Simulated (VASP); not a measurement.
Set up this calculation in VASP 6.6.1, as the native input.

```
Task                   : single point
Functional             : PBEsol
Potentials or basis    : VASP PAW PBE potentials, release 64 (Zn, Se)
Cutoff                 : 520 eV
k mesh                 : 6 × 6 × 6
Occupations            : gaussian, width 0.01 eV
Spin                   : no spin polarisation
Dipole correction      : no
Further INCAR settings : ALGO = Normal; EDIFF = 1e-07; NBANDS = 16
```

The structure of ZnSe (Stilleite) lies in POSCAR:

```
ZnSe
1.0
    0.0000000000      2.7360038181      2.7360038181
    2.7360038181      0.0000000000      2.7360038181
    2.7360038181      2.7360038181      0.0000000000
Zn Se
1 1
Direct
    0.0000000000      0.0000000000      0.0000000000
    0.2500000000      0.2500000000      0.2500000000
```

One way to write it, as run:

INCAR

```
SYSTEM = ZnSe
ALGO = Normal ; EDIFF = 1E-7
ENCUT = 520 ; GGA = PS
ISIF = 2 ; ISMEAR = 0
LASPH = .TRUE. ; LCHARG = .TRUE.
LELF = .TRUE. ; LREAL = .FALSE.
LVHAR = .TRUE. ; LWAVE = .FALSE.
NBANDS = 16 ; NELM = 60
PREC = Accurate ; SIGMA = 0.01
```

KPOINTS

```
k-points
0
G
  6 6 6
  0 0 0
```

Potentials or basis: VASP PAW PBE potentials, release 64 (Zn, Se).

The run is started by

```sh
$ cat potpaw_PBE.64/Zn/POTCAR potpaw_PBE.64/Se/POTCAR > POTCAR
$ mpirun -np 1 vasp_std > vasp.out
```

Results of the run:

The pressure is 7.4 GPa. The band gap on the k mesh is 1.60 eV, direct.

Caveat: the PAW data sets were made with another functional, which shifts forces and pressure a little.

It took 10 s on 1 thread of Intel Xeon 6975P-C, with other jobs on the host, peak memory 0.17 GiB.
